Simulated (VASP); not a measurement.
A run of VASP 6.6.1 is set up as follows.

INCAR

```
SYSTEM = ReHg2Sb2
  PREC = Accurate
  ENCUT = 560
  EDIFF = 1E-6
  ISMEAR = 0
  SIGMA = 0.1
  LREAL = .FALSE.
  LASPH = .TRUE.
  NELM = 120
  ALGO = Normal
  ISIF = 2
  LWAVE = .FALSE.
  LCHARG = .FALSE.
  GGA = PE
  NBANDS = 50
  GGA_COMPAT = .FALSE.
```

Contents of KPOINTS:

```
Automatic mesh
0
G
  6 6 2
  0 0 0
```

Contents of POSCAR:

```
ReHg2Sb2
1.0
    3.6563488553      0.0000000000      0.0000000000
    0.0000000000      3.6563488553      0.0000000000
    0.0000000000      0.0000000000      9.9169570659
Re Hg Sb
1 2 2
Direct
    0.0000000000      0.0000000000      0.0000000000
    0.0000000000      0.5000000000      0.5000000000
    0.5000000000      0.0000000000      0.5000000000
    0.5000000000      0.5000000000      0.1527586267
    0.5000000000      0.5000000000      0.8472413733
```

Potentials or basis: VASP PAW PBE potentials, release 64 (Re_sv_GW, Hg_sv_GW, Sb_d_GW).

Command:

```sh
$ cat potpaw_PBE.64/Re_sv_GW/POTCAR potpaw_PBE.64/Hg_sv_GW/POTCAR potpaw_PBE.64/Sb_d_GW/POTCAR > POTCAR
$ mpirun -np 1 vasp_std > vasp.out
```

(1) Predict the band gap on the k mesh.

(2) Predict the pressure.

## Answers

(1) zero (an odd number of electrons rules out a gap without spin polarisation).

(2) 0.0 GPa.

Caveat: spin-orbit coupling is left out, which moves the levels of the heavy elements.
